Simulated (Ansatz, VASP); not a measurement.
**SnO2: VASP beside Ansatz**

Contents of INCAR:

```
ALGO = Normal
EDIFF = 1E-6
ENCUT = 520
ISIF = 2
ISMEAR = 0
LASPH = True
LCHARG = False
LREAL = False
LWAVE = False
NBANDS = 35
NELM = 60
PREC = Accurate
SIGMA = 0.05
```

File KPOINTS:

```
k-points
0
Gamma
  6 6 8
```

POSCAR

```
SnO2
1.0
    4.4886508630      0.0000000000      0.0000000000
    0.0000000000      4.4891270938      0.0000000000
    0.0000000000      0.0000000000      3.0324378838
Sn O
2 4
Direct
    0.5000000000      0.5000000000      0.5000000000
    0.0000000000      0.0000000000      0.0000000000
    0.3059920358      0.2715746941      0.0000000000
    0.8059920358      0.2284253059      0.5000000000
    0.1940079642      0.7715746941      0.5000000000
    0.6940079642      0.7284253059      0.0000000000
```

Input for Ansatz:

```yaml
crystal:
  lattice:
    - [4.488650863, 0.0, 0.0]
    - [0.0, 4.4891270938, 0.0]
    - [0.0, 0.0, 3.0324378838]
  atoms:
    - { symbol: Sn, position: [0.5, 0.5, 0.5] }
    - { symbol: Sn, position: [0.0, 0.0, 0.0] }
    - { symbol: O, position: [0.3059920358, 0.2715746941, 0.0] }
    - { symbol: O, position: [0.8059920358, 0.2284253059, 0.5] }
    - { symbol: O, position: [0.1940079642, 0.7715746941, 0.5] }
    - { symbol: O, position: [0.6940079642, 0.7284253059, 0.0] }
basis:
  ecutwfc: 520.0
kpoints:
  mp_grid: { grid: [6, 6, 8] }
hamiltonian:
  xc: lda
  pseudopotentials: { kind: paw, azcp: { folder: soft_1 } }
scf:
  occupations: { method: gaussian, width: 0.05 }
output:
  forces: true
  stress: true
  eigenvalues: true
```

Alike in both runs: task single point; functional LDA; k mesh 6 × 6 × 8; occupations gaussian, width 0.05 eV; no spin polarisation.

|  | VASP | Ansatz |
| --- | --- | --- |
| version | VASP 6.6.1 | Ansatz 0.2.0 |
| potentials or method | VASP PAW LDA potentials, release 64 (Sn_d, O), cutoff 520 eV | scalar-relativistic, plane waves, PAW |
| valence electrons in the cell | 52 | 52 |

```tsv
	VASP	Ansatz	Ansatz less VASP
gap on the k mesh at the Fermi level (eV)	2.90	2.87	-0.032
least direct gap on the mesh (eV)	2.90	2.87	-0.032
rms of the force components (eV/Å)	1.683	1.664	-0.0193
```

Ansatz warns that its potentials were made for another functional, while VASP's fit it. LDA's correlation is that of Perdew and Zunger in VASP and of Perdew and Wang (1992) in Ansatz. Atom by atom the forces differ by 0.020 eV/Å (rms over components).
